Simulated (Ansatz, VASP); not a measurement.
## One calculation of Zn2CdO3, two programs

Contents of INCAR:

```
SYSTEM = Zn2CdO3
ALGO = Normal
EDIFF = 1E-6
EDIFFG = -0.04
ENCUT = 600
GGA = PE
IBRION = 2
ISIF = 3
ISMEAR = 0
LASPH = .TRUE.
LCHARG = .FALSE.
LREAL = .FALSE.
LWAVE = .FALSE.
NELM = 60
NSW = 90
PREC = Accurate
SIGMA = 0.1
```

Contents of KPOINTS:

```
k-points
0
G
  6 6 6
  0 0 0
```

Contents of POSCAR:

```
Zn2CdO3
1.0
    5.3540124100      0.0000000000      0.0000000000
   -2.6770062000      4.6367107600      0.0000000000
    0.0000000000      0.0000000000      3.0988645300
Zn Cd O
2 1 3
Direct
    0.6666666700      0.3333333300      0.0000000000
    0.3333333300      0.6666666700      0.0000000000
    0.0000000000      0.0000000000      0.0000000000
    0.5000000000      0.0000000000      0.5000000000
    0.0000000000      0.5000000000      0.5000000000
    0.5000000000      0.5000000000      0.5000000000
```

Input for Ansatz:

```yaml
crystal:
  lattice:
    - [5.35401241, 0.0, 0.0]
    - [-2.6770062, 4.63671076, 0.0]
    - [0.0, 0.0, 3.09886453]
  atoms:
    - { symbol: Zn, position: [0.66666667, 0.33333333, 0.0] }
    - { symbol: Zn, position: [0.33333333, 0.66666667, 0.0] }
    - { symbol: Cd, position: [0.0, 0.0, 0.0] }
    - { symbol: O, position: [0.5, 0.0, 0.5] }
    - { symbol: O, position: [0.0, 0.5, 0.5] }
    - { symbol: O, position: [0.5, 0.5, 0.5] }
basis:
  ecutwfc: 420
kpoints:
  mp_grid: { grid: [6, 6, 6] }
hamiltonian:
  xc: pbe
scf:
  occupations: { method: gaussian, width: 0.1 }
  lower_state_search: "off"
output:
  forces: true
  stress: true
  eigenvalues: true
relax:
  adjacent_minimum: "off"
  f_tol: 0.04
  max_steps: 70
  cell: { stress_tol: 0.4 }
```

Change from the starting cell: species swapped into the NdB2Rh3 type (P6/mmm, No. 191).

Alike in both runs: task relaxation of cell and atoms; functional PBE; k mesh 6 × 6 × 6; occupations gaussian, width 0.1 eV; no spin polarisation.

|  | VASP | Ansatz |
| --- | --- | --- |
| version | VASP 6.6.1 | Ansatz 0.2.0 |
| potentials or method | VASP PAW PBE potentials, release 64 (Zn, Cd, O), cutoff 600 eV | scalar-relativistic, plane waves, PAW |
| valence electrons in the cell | 54 | 62 |

```csv
,VASP,Ansatz,Ansatz less VASP
"gap on the k mesh at the Fermi level, each at its own relaxed structure (eV)",none,none,-
relaxed volume (Å³/atom),12.16,12.11,-0.053
relaxed cell length with the largest relative difference (Å),5.504,5.492,-0.0117
```

A gap of «none» marks a metal or a gap that the smearing closes. VASP's potentials hold 54 valence electrons a cell and Ansatz's 62, so a difference there can come from the potentials and not from the codes.
